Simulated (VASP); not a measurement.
Pb, 1 atom in the cell. It takes space group Im-3m (No. 229, cubic). The conventional cell has a = 3.959 Å, b = 3.959 Å, c = 3.959 Å, α = 90.00°, β = 90.00°, γ = 90.00°. Pb (site symmetry m-3m) has 14 Pb at 3.43 to 3.96 Å within 4.5 Å. This isn't the form of Pb at room conditions, which is fcc.

| Item | Value |
| --- | --- |
| Program | VASP 6.6.1 |
| Task | elastic constants |
| Functional | PBE |
| Potentials or basis | VASP PAW PBE potentials, release 64 (Pb_d) |
| Cutoff | 600 eV |
| k mesh | 7 × 7 × 7 |
| Occupations | fermi-dirac, width 0.05 eV |
| Spin | no spin polarisation |
| Dipole correction | no |
| Ions in elastic constants | relaxed |
| Further INCAR settings | ALGO = Normal; EDIFF = 1e-08; NBANDS = 13; IBRION = 6; POTIM = 0.015; NSW = 1; ISIF = 3 |

Potentials or basis: VASP PAW PBE potentials, release 64 (Pb_d).

Command:

```bash
$ cat potpaw_PBE.64/Pb_d/POTCAR > POTCAR
$ mpirun -np 1 vasp_std > vasp.out
```

Hardware: 1 thread of Intel Xeon 8259CL (shared host).

Question: How long does it take, and how much memory?

Answer: Wall time 6.1 min on 1 thread of Intel Xeon 8259CL (shared host), peak memory 0.24 GiB. Counts: scf iterations 152, k points 20.
